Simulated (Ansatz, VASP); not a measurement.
## Al in VASP and in Ansatz

Contents of INCAR:

```
SYSTEM = Al
PREC = Accurate
ENCUT = 500
EDIFF = 1E-6
ISMEAR = 1
SIGMA = 0.1
LREAL = .False.
LASPH = .True.
NELM = 120
ALGO = Normal
ISIF = 2
LWAVE = .False.
LCHARG = .False.
GGA = PS
NBANDS = 10
GGA_COMPAT = .False.
```

The input KPOINTS:

```
regular mesh
0
Gamma
  14 14 7
  0 0 0
```

POSCAR

```
Al
1.0
    2.8124600000      0.0000000000      0.0000000000
   -1.4062300000      2.4356618071      0.0000000000
    0.0000000000      0.0000000000      4.8668500000
Al
2
Direct
    0.6666666667      0.3333333333      0.7500000000
    0.3333333333      0.6666666667      0.2500000000
```

Input for Ansatz:

```yaml
crystal:
  lattice:
    a: 2.81246
    b: 2.81246
    c: 4.86685
    alpha: 90.0
    beta: 90.0
    gamma: 120.0
  space_group: 194
  atoms:
    - { symbol: Al, position: [0.6666666666666666, 0.3333333333333333, 0.75] }
basis:
  ecutwfc: 571.4391111657479
kpoints:
  mp_grid:
    grid: [14, 14, 7]
hamiltonian:
  xc: pbesol
scf:
  occupations:
    method: cold
    width: 0.1
output:
  stress: true
```

Alike in both runs: task single point; functional PBEsol; k mesh 14 × 14 × 7; no spin polarisation.

```csv
,VASP,Ansatz
version,VASP 6.6.1,Ansatz 0.2.0
potentials or method,"VASP PAW PBE potentials, release 64 (Al), cutoff 500 eV","plane waves, PAW"
occupations,"methfessel-paxton of order 1, width 0.1 eV","cold, width 0.1 eV"
valence electrons in the cell,6,6
```

|  | VASP | Ansatz | Ansatz less VASP |
| --- | --- | --- | --- |
| pressure (GPa) | -1.4 | -1.5 | -0.08 |
| traceless stress, the component that is largest in VASP (GPa) | -1.56 | -1.45 | +0.116 |

VASP's potentials were made for PBE, not for PBEsol.
